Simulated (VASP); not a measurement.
Set up this calculation in VASP 6.6.1, as the native input.

```yaml
Task: single point
Functional: BLYP
Potentials_or_basis: VASP PAW PBE potentials, release 64 (Li_sv)
Cutoff: 520 eV
k_mesh: 10 × 10 × 10
Occupations: fermi-dirac, width 0.1 eV
Spin: no spin polarisation
Dipole_correction: no
Further_INCAR_settings: ALGO = Normal; EDIFF = 1e-06; NBANDS = 10
```

The structure of Li lies in POSCAR:

```
Li
1.0
    0.0000000000      3.0364081056      3.0364081056
    3.0364081056      0.0000000000      3.0364081056
    3.0364081056      3.0364081056      0.0000000000
Li
2
Direct
    0.1250000000      0.1250000000      0.1250000000
    0.8750000000      0.8750000000      0.8750000000
```

One way to write it, as run:

INCAR

```
PREC = Accurate ; ENCUT = 520
EDIFF = 1E-6 ; ISMEAR = -1
SIGMA = 0.1 ; LREAL = F
LASPH = T ; NELM = 100
ALGO = Normal ; ISIF = 2
LWAVE = F ; LCHARG = F
GGA = B5 ; ALDAX = 1.0
AGGAX = 1.0 ; AGGAC = 1.0
ALDAC = 0.0 ; NBANDS = 10
```

KPOINTS

```
regular mesh
0
Gamma
  10 10 10
```

Potentials or basis: VASP PAW PBE potentials, release 64 (Li_sv).

Launch:

```sh
$ cat potpaw_PBE.64/Li_sv/POTCAR > POTCAR
$ mpirun -np 1 vasp_std > vasp.out
```

It gave:

The band gap on the k mesh is zero (band 3 reaches 0.86 eV, above the bottom of band 4 at -0.10 eV).

It took 7.8 s on 1 thread of Intel(R) Xeon(R) 6975P-C (Granite Rapids), on a shared host, peak memory 0.16 GiB.
